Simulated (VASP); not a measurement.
A run of VASP 6.6.1 is set up as follows.

The input INCAR:

```
PREC     = Accurate       # precision mode
ENCUT    = 600            # plane-wave cutoff, eV
EDIFF    = 1E-6           # SCF threshold, eV
ISMEAR   = 0              # smearing method
SIGMA    = 0.1            # smearing width, eV
LREAL    = False          # projectors in reciprocal space
LASPH    = True           # aspherical terms in the spheres
NELM     = 60             # most SCF steps
ALGO     = Fast           # electronic algorithm
ISIF     = 3              # what is computed and relaxed
LWAVE    = False          # write WAVECAR
LCHARG   = False          # write CHGCAR
GGA      = PS             # functional
IBRION   = 2              # ionic algorithm
NSW      = 100            # ionic steps
EDIFFG   = -0.01          # ionic threshold
```

KPOINTS

```
Automatic mesh
0
Gamma
  26 26 26
```

File POSCAR:

```
Cu
1.0
   -2.2830145711      2.2830145711      1.1929130410
    2.2830145711     -2.2830145711      1.1929130410
    2.2830145711      2.2830145711     -1.1929130410
Cu
2
Direct
    0.0000000000      0.0000000000      0.0000000000
    0.7500000000      0.2500000000      0.5000000000
```

Potentials or basis: VASP PAW PBE potentials, release 64 (Cu).

Run with:

```console
$ cat potpaw_PBE.64/Cu/POTCAR > POTCAR
$ mpirun -np 1 vasp_std > vasp.out
```

(1) Estimate the space group after relaxing (to 0.1 Å).

(2) Estimate the relaxed cell.

(3) Estimate the band gap on the k mesh.

(4) Estimate the relaxed volume.

## Answers

(1) I4_1/amd (No. 141).

(2) a = 3.443 Å, b = 3.443 Å, c = 3.443 Å, α = 97.00°, β = 97.00°, γ = 139.14°.

(3) zero (bands 11 and 12 overlap by 4.59 eV).

(4) 12.51 Å³/atom.

Caveat: the PAW data sets were made with another functional, which shifts forces and pressure a little.
